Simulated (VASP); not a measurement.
A run of VASP 6.6.1 is set up as follows.

Contents of POSCAR:

```
GaP
1.0
    0.0000000000      2.7252500000      2.7252500000
    2.7252500000      0.0000000000      2.7252500000
    2.7252500000      2.7252500000      0.0000000000
Ga P
1 1
Direct
    0.0000000000      0.0000000000      0.0000000000
    0.7500000000      0.7500000000      0.7500000000
```

The input INCAR.step1:

```
PREC = Accurate
ENCUT = 520
EDIFF = 1E-5
ISMEAR = -1
SIGMA = 0.05
LREAL = False
LASPH = True
NELM = 100
ALGO = Normal
ISIF = 2
LWAVE = True
NBANDS = 16
GGA = PE
```

Contents of INCAR.step2:

```
PREC = Accurate
ENCUT = 520
EDIFF = 1E-6
ISMEAR = -1
SIGMA = 0.05
LREAL = False
LASPH = True
NELM = 100
ALGO = Normal
ISIF = 2
LWAVE = False
LCHARG = True
GGA = PE
LHFCALC = True
HFSCREEN = 0.2079
PRECFOCK = Normal
LELF = True
LVHAR = True
NBANDS = 16
ISTART = 1
```

KPOINTS

```
Automatic mesh
0
Gamma
  6 6 6
```

Potentials or basis: VASP PAW PBE potentials, release 64 (Ga_d, P).

Launch:

```sh
$ cat potpaw_PBE.64/Ga_d/POTCAR potpaw_PBE.64/P/POTCAR > POTCAR
$ cp INCAR.step1 INCAR
$ mpirun -np 1 vasp_std > vasp.out
$ cp INCAR.step2 INCAR
$ mpirun -np 1 vasp_std > vasp.out
```

(1) Predict the band gap on the k mesh.

(2) Predict the pressure.

## Answers

(1) 2.29 eV (least direct gap 2.80 eV).

(2) 0.6 GPa.

Caveat: the PAW data sets were made with another functional, which shifts forces and pressure a little.

**Measured values to compare with.**

“Stacking defects in GaP nanowires: Electronic structure and optical properties”, 2018, arxiv:1810.01194 quotes, for a bulk crystal of GaP at 10 K: band gap 2.34 eV (indirect).

Against the measured gap of GaP, 2.34 eV (indirect; 10 K; quoted in “Stacking defects in GaP nanowires: Electronic structure and optical properties”, 2018, arxiv:1810.01194), the calculated 2.29 eV is off by -0.05 eV. Spin-orbit coupling on Ga is left out. The value is that of HSE06 on a finite k mesh, which can miss the band edges, without temperature or zero-point motion.
